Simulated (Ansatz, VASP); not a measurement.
# Hf4F in VASP and in Ansatz

INCAR

```
SYSTEM = Hf4F
PREC = Accurate ; ENCUT = 520
EDIFF = 1E-6 ; ISMEAR = 0
SIGMA = 0.1 ; LREAL = .False.
LASPH = .True. ; NELM = 60
ALGO = Normal ; ISIF = 2
LWAVE = .False. ; LCHARG = .False.
LDIPOL = .True. ; IDIPOL = 3
DIPOL = 0.5 0.5 0.362 ; GGA = PE
NBANDS = 32
```

The input KPOINTS:

```
regular mesh
0
Gamma
  9 9 1
  0 0 0
```

File POSCAR:

```
Hf4F
1.0
    3.2048170381      0.0000000000      0.0000000000
   -1.6024085190      2.7754529695      0.0000000000
    0.0000000000      0.0000000000     24.5281466259
Hf F
4 1
Direct
    0.6666666667      0.3333333333      0.1630779553
    0.3333333333      0.6666666667      0.2663815885
    0.6666666667      0.3333333333      0.3732987945
    0.3333333333      0.6666666667      0.4699966451
    1.2222222222     -0.2222222222      0.5397124711
```

Input for Ansatz:

```yaml
crystal:
  lattice:
    - [3.2048170381, 0.0, 0.0]
    - [-1.602408519, 2.7754529695, 0.0]
    - [0.0, 0.0, 24.5281466259]
  atoms:
    - { symbol: Hf, position: [0.6666666667, 0.3333333333, 0.1630779553] }
    - { symbol: Hf, position: [0.3333333333, 0.6666666667, 0.2663815885] }
    - { symbol: Hf, position: [0.6666666667, 0.3333333333, 0.3732987945] }
    - { symbol: Hf, position: [0.3333333333, 0.6666666667, 0.4699966451] }
    - { symbol: F, position: [1.2222222222, -0.2222222222, 0.5397124711] }
basis:
  ecutwfc: 420
kpoints:
  mp_grid: { grid: [9, 9, 1] }
hamiltonian:
  xc: pbe
scf:
  occupations: { method: gaussian, width: 0.1 }
output:
  forces: true
  eigenvalues: true
efield:
  axis: 3
  dipole_correction: true
  ramp_width: 0.04
```

Alike in both runs: task single point; functional PBE; k mesh 9 × 9 × 1; occupations gaussian, width 0.1 eV; no spin polarisation.

|  | VASP | Ansatz |
| --- | --- | --- |
| version | VASP 6.6.1 | Ansatz 0.2.0 |
| potentials or method | VASP PAW PBE potentials, release 64 (Hf_pv, F), cutoff 520 eV | scalar-relativistic, plane waves, PAW |
| valence electrons in the cell | 47 | 111 |

|  | VASP | Ansatz | Ansatz less VASP |
| --- | --- | --- | --- |
| gap on the k mesh at the Fermi level (eV) | none | none | - |
| rms of the force components (eV/Å) | 1.090 | 1.144 | +0.0543 |

Atom by atom the forces differ by 0.060 eV/Å (rms over components). A gap of «none» marks a metal or a gap that the smearing closes. VASP's potentials hold 47 valence electrons a cell and Ansatz's 111, so a difference there can come from the potentials and not from the codes.

Neither program's run includes spin-orbit coupling.
